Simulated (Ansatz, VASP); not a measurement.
## Al: VASP beside Ansatz

```
Al
1.0
     0.00000    1.94034    1.94034
     1.94034    0.00000    1.94034
     1.94034    1.94034    0.00000
Al
1
Direct
  0.00000 0.00000 0.00000
```

Alike in both runs: task single point; functional LDA; k mesh 12 × 12 × 12; no spin polarisation.

|  | VASP | Ansatz |
| --- | --- | --- |
| version | VASP 6.6.1 | Ansatz 0.2.0 |
| potentials or method | VASP PAW LDA potentials, release 64 (Al), cutoff 520 eV | plane waves, PAW |
| occupations | fermi-dirac, width 0.1 eV | fermi-dirac |
| valence electrons in the cell | 3 | 3 |

|  | VASP | Ansatz | Ansatz less VASP |
| --- | --- | --- | --- |
| pressure (GPa) | 8.2 | 8.1 | -0.13 |

LDA's correlation is that of Perdew and Zunger in VASP and of Perdew and Wang (1992) in Ansatz.
